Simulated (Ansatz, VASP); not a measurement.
This is a calculation of Sb for VASP 6.6.1.

POSCAR

```
Sb
1.0
    3.4203242672      0.0000000000      0.0000000000
   -1.7101621336      2.9620877046      0.0000000000
    0.0000000000      0.0000000000      5.5774459394
Sb
2
Direct
    0.6666666667      0.3333333333      0.7500000000
    0.3333333333      0.6666666667      0.2500000000
```

File INCAR.step1:

```
PREC     = Accurate       # precision mode
ENCUT    = 520            # plane-wave cutoff, eV
EDIFF    = 1E-5           # SCF threshold, eV
ISMEAR   = -1             # smearing method
SIGMA    = 0.05           # smearing width, eV
LREAL    = False          # projectors in reciprocal space
LASPH    = True           # aspherical terms in the spheres
NELM     = 60             # most SCF steps
ALGO     = Normal         # electronic algorithm
ISIF     = 2              # what is computed and relaxed
LWAVE    = True           # write WAVECAR
LCHARG   = False          # write CHGCAR
NBANDS   = 12             # bands
GGA      = PE             # functional
```

File INCAR.step2:

```
PREC     = Accurate       # precision mode
ENCUT    = 520            # plane-wave cutoff, eV
EDIFF    = 1E-6           # SCF threshold, eV
ISMEAR   = -1             # smearing method
SIGMA    = 0.05           # smearing width, eV
LREAL    = False          # projectors in reciprocal space
LASPH    = True           # aspherical terms in the spheres
NELM     = 60             # most SCF steps
ALGO     = Normal         # electronic algorithm
ISIF     = 2              # what is computed and relaxed
LWAVE    = False          # write WAVECAR
LCHARG   = False          # write CHGCAR
GGA      = PE             # functional
LHFCALC  = True           # exact exchange
HFSCREEN = 0.2079         # screening, 1/A
PRECFOCK = Normal       
NBANDS   = 12             # bands
ISTART   = 1
```

File KPOINTS:

```
Automatic mesh
0
Gamma
  6 6 4
```

Potentials or basis: VASP PAW PBE potentials, release 64 (Sb).

Launch:

```bash
$ cat potpaw_PBE.64/Sb/POTCAR > POTCAR
$ cp INCAR.step1 INCAR
$ mpirun -np 1 vasp_std > vasp.out
$ cp INCAR.step2 INCAR
$ mpirun -np 1 vasp_std > vasp.out
```

Problem. Set up the same calculation for Ansatz 0.2.0. Potentials there: Ansatz PAW.

Solution. As run (the cutoff follows the program's own potentials):

File input:

```
crystal:
  lattice:
    - [3.4203242672, 0.0, 0.0]
    - [-1.7101621336, 2.9620877046, 0.0]
    - [0.0, 0.0, 5.5774459394]
  atoms:
    - { symbol: Sb, position: [0.6666666667, 0.3333333333, 0.75] }
    - { symbol: Sb, position: [0.3333333333, 0.6666666667, 0.25] }
hamiltonian:
  xc: hse06
  pseudopotentials: { kind: paw }
kpoints:
  mp_grid: { grid: [6, 6, 4] }
scf:
  occupations: { method: fermi_dirac, width: 0.05 }
output:
  forces: true
  stress: true
  eigenvalues: true
```

Both were run:

|  | VASP | Ansatz | Ansatz less VASP |
| --- | --- | --- | --- |
| gap on the k mesh at the Fermi level (eV) | none | none | - |
| pressure (GPa) | -4.8 | -3.9 | +0.95 |
| traceless stress, the component that is largest in VASP (GPa) | 3.36 | 3.41 | +0.044 |

A gap of «none» marks a metal or a gap that the smearing closes. VASP's potentials hold 10 valence electrons a cell and Ansatz's 30, so a difference there can come from the potentials and not from the codes.

Spin-orbit coupling is off throughout.
